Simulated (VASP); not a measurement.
# ZnS (NiAs type): relaxation of cell and atoms with PBE

ZnS (NiAs type):

```xyz
4
Lattice="3.2604 0.0000 0.0000 -1.6302 2.8236 0.0000 0.0000 0.0000 5.0537" Properties=species:S:1:pos:R:3 pbc="T T T"
Zn    0.0000    0.0000    0.0000
Zn    0.0000    0.0000    2.5268
S     0.0000    1.8824    1.2634
S     1.6302    0.9412    3.7902
```

```yaml
Program: VASP 6.6.1
Task: relaxation of cell and atoms
Functional: PBE
Potentials_or_basis: VASP PAW PBE potentials, release 64 (Zn, S)
Cutoff: 600 eV
k_mesh: 12 × 12 × 7
Occupations: fermi-dirac, width 0.08 eV
Spin: no spin polarisation
Target_pressure: 68 GPa
Dipole_correction: no
Further_INCAR_settings: ALGO = Normal; EDIFF = 1e-07; IBRION = 2; EDIFFG = -0.005; NSW = 60; ISIF = 3
```

```json
{
  "Relaxed volume": "11.79 Å³/atom",
  "Relaxed cell": "a = 3.181 Å, b = 3.181 Å, c = 5.379 Å, α = 90.00°, β = 90.00°, γ = 120.00°",
  "Space group after relaxing (to 0.1 Å)": "P6_3/mmc (No. 194)",
  "Energy change on relaxing (the run minimises the enthalpy)": "-97.6 meV/atom",
  "Ionic steps": "9",
  "Pressure after relaxing": "68.0 GPa",
  "Band gap on the k mesh": "zero (bands 18 and 19 overlap by 0.30 eV)"
}
```

Step by step:
```csv
step,energy change (eV),largest force (eV/Å),pressure (GPa),volume (Å³)
1,0.0000,0.0000,74.26,46.52
2,-1.2970,0.0000,52.59,49.62
3,-0.6599,0.0000,63.47,47.95
4,-0.4672,0.0000,66.93,47.33
5,-0.4042,0.0000,67.86,47.18
6,-0.3972,0.0000,67.91,47.16
7,-0.3793,0.0000,68.23,47.12
8,-0.3892,0.0000,68.06,47.14
9,-0.3904,0.0000,68.02,47.15
```

Final structure:
```xyz
4
Lattice="3.1814 0.0000 0.0000 -1.5907 2.7551 0.0000 0.0000 0.0000 5.3790" Properties=species:S:1:pos:R:3 pbc="T T T"
Zn    0.0000    0.0000    0.0000
Zn    0.0000    0.0000    2.6895
S     0.0000    1.8368    1.3447
S     1.5907    0.9184    4.0342
```

Levels at points of the mesh, in eV from the Fermi level:
```tsv
k point	band 16	band 17	band 18	band 19	band 20	band 21
(0.00, 0.00, 0.00)	-1.38	-0.14	-0.14	3.77	4.32	6.24
(0.50, 0.00, 0.00)	-4.21	-3.14	-0.26	3.00	3.01	3.70
```

Run time: 5 min on 1 thread of AMD EPYC 9R45 96-Core Processor (Zen 5), with other jobs on the host, peak memory 0.21 GiB.

Caveat: the cell is relaxed towards a set pressure, so the run minimises the enthalpy, not the energy; semilocal functionals underestimate gaps, and a narrow one can read as zero.
